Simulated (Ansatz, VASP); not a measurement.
## BN in VASP and in Ansatz

```
B N
1.0
     0.03615    1.82557    1.82557
     1.82557    0.03615    1.82557
     1.82557    1.82557    0.03615
B N
1 1
Direct
  0.00000 0.00000 0.00000
  0.75000 0.75000 0.75000
```

Change from the starting cell: equal xy, yz and zx shear strains of +2 %, crystal datasets.

Alike in both runs: task electric field gradients; functional PBEsol; k mesh 13 × 13 × 13; occupations fermi-dirac, width 0.03 eV; no spin polarisation.

```csv
,VASP,Ansatz
version,VASP 6.6.1,Ansatz 0.2.0
potentials or method,"VASP PAW PBE potentials, release 64 (B, N), cutoff 520 eV","all-electron PAW with datasets made for the crystal, scalar-relativistic"
```

VASP gave:

| Quantity | Value |
| --- | --- |
| gap on the k mesh at the Fermi level (eV) | 4.29 |
| pressure (GPa) | -1.8 |
| traceless stress, the component that is largest in VASP (GPa) | -8.90 |
| rms of the force components (eV/Å) | 0.020 |
| size of Vzz on the site where it differs most (V/Å²) | 6.5 |

**Question.** Which values does Ansatz return?

**Answer.** gap on the k mesh at the Fermi level (eV): 4.29; pressure (GPa): -2.4; traceless stress, the component that is largest in VASP (GPa): -8.83; rms of the force components (eV/Å): 0.016; size of Vzz on the site where it differs most (V/Å²): 6.2.

VASP's potentials were made for PBE, not for PBEsol. Atom by atom the forces differ by 0.005 eV/Å (rms over components). Ansatz ran all-electron here, and VASP with PAW potentials.
